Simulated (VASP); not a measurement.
# HfZrTe4 (P-3m1) in VASP: relaxation of cell and atoms with PBE

Aim: the relaxation of cell and atoms of HfZrTe4 with PBE.

Program: VASP 6.6.1. These are calculated values, not measurements. Logs are shortened: lines on timing, memory, paths and dates and some standing lists are left out, and cuts for length are marked.

### 1 The cell of the first run

Symmetry: P-3m1, No. 164, trigonal system. Conventional cell: a = 3.973 Å, b = 3.973 Å, c = 14.252 Å, α = 90.00°, β = 90.00°, γ = 120.00°. Zr (site symmetry -3m) has 6 Te at 2.92 Å within 3.8 Å. Hf (site symmetry -3m) has 6 Te at 2.90 Å within 3.8 Å. Te (site symmetry 3m) has 3 Zr at 2.92 Å within 3.8 Å. Te (site symmetry 3m) has 3 Hf at 2.90 Å within 3.8 Å.

### 2 Relaxation of cell and atoms, PBE

INCAR

```
SYSTEM = HfZrTe4
ALGO = Normal
EDIFF = 1E-6
EDIFFG = -0.01
ENCUT = 600
GGA = PE
IBRION = 2
ISIF = 3
ISMEAR = 0
LASPH = .True.
LCHARG = .False.
LREAL = .False.
LWAVE = .False.
NELM = 60
NSW = 100
PREC = Accurate
SIGMA = 0.1
```

KPOINTS

```
k-points
0
Gamma
  12 12 4
  0 0 0
```

POSCAR

```
HfZrTe4
1.0
    3.9725303000      0.0000000000      0.0000000000
   -1.9862652000      3.4403122000      0.0000000000
    0.0000000000      0.0000000000     14.2522910000
Zr Hf Te
1 1 4
Direct
    0.0000000000      0.0000000000      0.0000000000
    0.0000000000      0.0000000000      0.5000000000
    0.3333333000      0.6666667000      0.1263790000
    0.3333333000      0.6666667000      0.6244570000
    0.6666667000      0.3333333000      0.3755430000
    0.6666667000      0.3333333000      0.8736210000
```

Potentials or basis: VASP PAW PBE potentials, release 64 (Zr_sv, Hf_pv, Te).

Started as:

```sh
$ cat potpaw_PBE.64/Zr_sv/POTCAR potpaw_PBE.64/Hf_pv/POTCAR potpaw_PBE.64/Te/POTCAR > POTCAR
$ mpirun -np 1 vasp_std > vasp.out
```

OUTCAR:

```text
SYSTEM = HfZrTe4
   EDIFF = 1E-6
   EDIFFG = -0.01
   ENCUT = 600
   GGA = PE
   IBRION = 2
   ISIF = 3
   ISMEAR = 0
   LASPH = .True.
   LREAL = .False.
   NELM = 60
   NSW = 100
   PREC = Accurate

 ion  position               nearest neighbor table
   1  0.000  0.000  0.000-   3 2.92   6 2.92   6 2.92   3 2.92   6 2.92   3 2.92
   2  0.000  0.000  0.500-   4 2.90   5 2.90   5 2.90   4 2.90   5 2.90   4 2.90
   3  0.333  0.667  0.126-   1 2.92   1 2.92   1 2.92
   4  0.333  0.667  0.624-   2 2.90   2 2.90   2 2.90
   5  0.667  0.333  0.376-   2 2.90   2 2.90   2 2.90
   6  0.667  0.333  0.874-   1 2.92   1 2.92   1 2.92

  LATTYP: Found a hexagonal cell.
 ALAT       =     3.9725303000
 C/A-ratio  =     3.5877110868

  Lattice vectors:

 A1 = (   3.9725303000,   0.0000000000,   0.0000000000)
 A2 = (  -1.9862652000,   3.4403122000,   0.0000000000)
 A3 = (   0.0000000000,   0.0000000000,  14.2522910000)

Analysis of symmetry for initial positions (statically):
=====================================================================
 Subroutine PRICEL returns:
 Original cell was already a primitive cell.

 Routine SETGRP: Setting up the symmetry group for a
 hexagonal supercell.

 Subroutine GETGRP returns: Found 12 space group operations
 (whereof 12 operations were pure point group operations)
 out of a pool of 24 trial point group operations.

The static configuration has the point symmetry D_3d.

Analysis of symmetry for dynamics (positions and initial velocities):
=====================================================================
 Subroutine PRICEL returns:
 Original cell was already a primitive cell.

 Routine SETGRP: Setting up the symmetry group for a
 hexagonal supercell.

 Subroutine GETGRP returns: Found 12 space group operations
 (whereof 12 operations were pure point group operations)
 out of a pool of 24 trial point group operations.

The dynamic configuration has the point symmetry D_3d.

 Subroutine INISYM returns: Found 12 space group operations
 (whereof 12 operations are pure point group operations),
 and found     1 'primitive' translations

----------------------------------------------------------------------------------------

                                     Primitive cell

  volume of cell :     194.7824

  direct lattice vectors                    reciprocal lattice vectors
     3.972530300  0.000000000  0.000000000     0.251728728  0.145335651  0.000000000
    -1.986265200  3.440312200  0.000000000     0.000000000  0.290671294  0.000000000
[... 102 lines left out ...]
   TEBEG  =    0.0;   TEEND  =   0.0 temperature during run
   PSTRESS=    0.0 pullay stress
   NELECT =      46.0000    total number of electrons
   NUPDOWN=      -1.0000    fix difference up-down
   EMIN   =  10.00;   EMAX   =-10.00  energy-range for DOS
   EFERMI =   0.00;   METHOD = LEGACY
   ISMEAR =     0;   SIGMA  =   0.10  broadening in eV -4-tet -1-fermi 0-gaus
   EFERMI_NEDOS =   21; number of points for ismear=-14 and -15
   IALGO  =     38    algorithm
   IMIX   =      4    mixing-type and parameters
     AMIX     =   0.40;   BMIX     =  1.00
     AMIX_MAG =   1.60;   BMIX_MAG =  1.00
  volume/ion in A,a.u.               =      32.46       219.08
  Fermi-wavevector in a.u.,A,eV,Ry     =   1.011915  1.912243 13.931994  1.023973
  Thomas-Fermi vector in A             =   2.144994
   LORBIT       =      0    0 simple, 1 ext, 2 COOP (PROOUT), +10 PAW based schemes
   GGA     = PE    functional components
   LHFCALC =     F    Hartree Fock is set to
   AEXX    =    0.0000 exact exchange contribution
   IVDW    =     0    specifies the selected vdW correction
   LEPSILON=     F    determine dielectric tensor
   LRPA    =     F    only Hartree local field effects (RPA)
 conjugate gradient relaxation of ions
 non-spin polarized calculation
 Gauss-broadening in eV      SIGMA  =   0.10
  energy-cutoff  :      600.00
  volume of cell :      194.78
 maximum number of plane-waves:      6558
   NGX = 15   NGY = 15   NGZ = 57

--------------------------------------- Ionic step        1  -------------------------------------------

 number of electron      45.9999998 magnetization

 Free energy of the ion-electron system (eV)
  ---------------------------------------------------
  ext. energy  EPLUGINS =         0.00000000
  ---------------------------------------------------
  free energy    TOTEN  =       -36.17632543 eV

  energy without entropy =      -36.16772315  energy(sigma->0) =      -36.17202429

------------------------ aborting loop because EDIFF is reached ----------------------------------------

  FORCE on cell =-STRESS in cart. coord.  units (eV):
  Direction    XX          YY          ZZ          XY          YZ          ZX
  --------------------------------------------------------------------------------------
  -------------------------------------------------------------------------------------
  Total       -0.0763173     -0.0763173     -0.0261110      0.0000000      0.0000000     -0.0000000
  in kB       -0.6277461     -0.6277462     -0.2147751      0.0000000      0.0000000     -0.0000000
  external PRESSURE =      -0.4900891 kB  Pullay stress =       0.0000000 kB
[... 107 lines left out ...]
--------------------------------------- Ionic step        4  -------------------------------------------

 number of electron      45.9999999 magnetization

 Free energy of the ion-electron system (eV)
  ---------------------------------------------------
  ext. energy  EPLUGINS =         0.00000000
  ---------------------------------------------------
  free energy    TOTEN  =       -36.17647029 eV

  energy without entropy =      -36.16786429  energy(sigma->0) =      -36.17216729

 E-fermi :   5.2131     XC(G=0):  -9.1627

 val. band max:        5.1764725736   @ k =   0.5000  -0.0000   0.5000
 cond. band min:       5.2160400927   @ k =   0.0000   0.4167   0.2500
 fundamental gap:      0.0395675191
 Fermi energy:         5.2131189929

 k-point     1 :       0.0000    0.0000    0.0000
  band No.  band energies     occupation
      1     -44.4204      2.00000
      2     -26.3965      2.00000
      3     -26.3965      2.00000
      4     -26.3893      2.00000
      5     -22.4260      2.00000
      6     -22.3965      2.00000
[... 709 lines left out ...]
     26       6.7665      0.00000
     27       6.8026      0.00000

 [... further k-points ...]

------------------------ aborting loop because EDIFF is reached ----------------------------------------

  FORCE on cell =-STRESS in cart. coord.  units (eV):
  Direction    XX          YY          ZZ          XY          YZ          ZX
  --------------------------------------------------------------------------------------
  -------------------------------------------------------------------------------------
  Total        0.0124357      0.0124357      0.0188302     -0.0000000      0.0000000      0.0000000
  in kB        0.1024274      0.1024274      0.1550964     -0.0000000      0.0000000      0.0000000
  external PRESSURE =       0.1199837 kB  Pullay stress =       0.0000000 kB
[... 21 lines left out ...]
  FREE ENERGIE OF THE ION-ELECTRON SYSTEM (eV)
  ---------------------------------------------------
  free  energy   TOTEN  =       -36.1764702936 eV

  energy  without entropy=      -36.1678642932  energy(sigma->0) =      -36.17216729

 reached required accuracy - stopping structural energy minimisation
```

OSZICAR:

```text
N       E                     dE             d eps       ncg     rms          rms(c)
DAV:   1     0.312997876203E+03    0.31300E+03   -0.22181E+04  3934   0.164E+03
DAV:   2    -0.136957366418E+02   -0.32669E+03   -0.32057E+03  4702   0.321E+02
DAV:   3    -0.368308406758E+02   -0.23135E+02   -0.22571E+02  5273   0.715E+01
[... 30 lines left out ...]
DAV:   2    -0.361764786076E+02    0.20294E-04   -0.26538E-04  4698   0.750E-02    0.342E-02
DAV:   3    -0.361764740908E+02    0.45168E-05   -0.17053E-05  5275   0.191E-02    0.190E-02
DAV:   4    -0.361764718521E+02    0.22387E-05   -0.37969E-06  3775   0.990E-03    0.108E-02
DAV:   5    -0.361764707551E+02    0.10970E-05   -0.61524E-06  4180   0.122E-02    0.587E-03
DAV:   6    -0.361764702936E+02    0.46146E-06   -0.20352E-06  3030   0.738E-03
   4 F= -.36176470E+02 E0= -.36172167E+02  d E =-.550964E-04
```

Wall time 29 min (1 thread of AMD EPYC 7R13, shared host); peak memory 0.71 GiB.

Results:

```
Free energy                           : -36.1765 eV
Relaxed volume                        : 32.42 Å³/atom
Relaxed cell                          : a = 3.969 Å, b = 3.969 Å, c = 14.255 Å, α = 90.00°, β = 90.00°, γ = 120.00°
Space group after relaxing (to 0.1 Å) : P-3m1 (No. 164)
Energy gained by relaxing             : 0.0 meV/atom
Ionic steps                           : 4
Pressure after relaxing               : 0.0 GPa
Largest force after relaxing          : 0.007 eV/Å
Band gap on the k mesh                : zero (bands 23 and 24 overlap by 0.62 eV)
```

Forces on the atoms (eV/Å):
```
Zr   0.000  0.000  0.000
Hf   0.000  0.000  0.000
Te   0.000  0.000  0.007
Te   0.000  0.000  0.003
Te   0.000  0.000 -0.003
Te   0.000  0.000 -0.007
```

Step by step:
```tsv
step	energy change (eV)	largest force (eV/Å)	pressure (GPa)	volume (Å³)
1	0.0000	0.0220	-0.05	194.78
2	-0.0001	0.0232	0.03	194.50
3	-0.0001	0.0230	0.04	194.51
4	-0.0001	0.0071	0.01	194.52
```

Final structure:
```yaml
crystal:
  lattice:
    - [3.96944, 0.00000, 0.00000]
    - [-1.98472, 3.43764, 0.00000]
    - [0.00000, 0.00000, 14.25521]
  atoms:
    - { symbol: Zr, position: [0.00000, 0.00000, 0.00000] }
    - { symbol: Hf, position: [0.00000, 0.00000, 0.50000] }
    - { symbol: Te, position: [0.33333, 0.66667, 0.12655] }
    - { symbol: Te, position: [0.33333, 0.66667, 0.62433] }
    - { symbol: Te, position: [0.66667, 0.33333, 0.37567] }
    - { symbol: Te, position: [0.66667, 0.33333, 0.87345] }
```

Caveat: spin-orbit coupling is left out, which moves the levels of the heavy elements; this functional lacks dispersion, which binds layers or chains, so the pressure and a relaxed spacing across them are unreliable.

The gap in the log of VASP goes by the Fermi energy; the results here count the filled bands.